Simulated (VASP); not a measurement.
Wanted: the native input for a VASP 6.6.1 run.

```yaml
Task: single point
Functional: PBE
Potentials_or_basis: VASP PAW PBE potentials, release 64 (Cu)
Cutoff: 520 eV
k_mesh: 24 × 24 × 24
Occupations: gaussian, width 0.15 eV
Spin: no spin polarisation
Dipole_correction: no
Further_INCAR_settings: ALGO = Fast; EDIFF = 1e-07; NBANDS = 12
```

The structure of Cu lies in POSCAR:

```
Cu
1.0
    0.0000000000      1.9746098061      1.4499559806
    1.9746098061      0.0000000000      1.4499559806
    1.9746098061      1.9746098061      0.0000000000
Cu
1
Direct
    0.0000000000      0.0000000000      0.0000000000
```

These files were run (other wordings do the same):

INCAR

```
  PREC = Accurate
  ENCUT = 520
  EDIFF = 1E-7
  ISMEAR = 0
  SIGMA = 0.15
  LREAL = F
  LASPH = T
  NELM = 80
  ALGO = Fast
  ISIF = 2
  LWAVE = F
  LCHARG = T
  GGA = PE
  LELF = T
  LVHAR = T
  NBANDS = 12
```

KPOINTS

```
regular mesh
0
Gamma
  24 24 24
```

Potentials or basis: VASP PAW PBE potentials, release 64 (Cu).

Command:

```bash
$ cat potpaw_PBE.64/Cu/POTCAR > POTCAR
$ mpirun -np 1 vasp_std > vasp.out
```

It gave:

```json
{
 "Pressure": "10.2 GPa",
 "Band gap on the k mesh": "zero (an odd number of electrons rules out a gap without spin polarisation)"
}
```

Caveat: the cell stands under pressure.

Run time: 87 s on 1 thread of Intel(R) Xeon(R) 6975P-C (Granite Rapids), with other jobs on the host, peak memory 0.25 GiB.
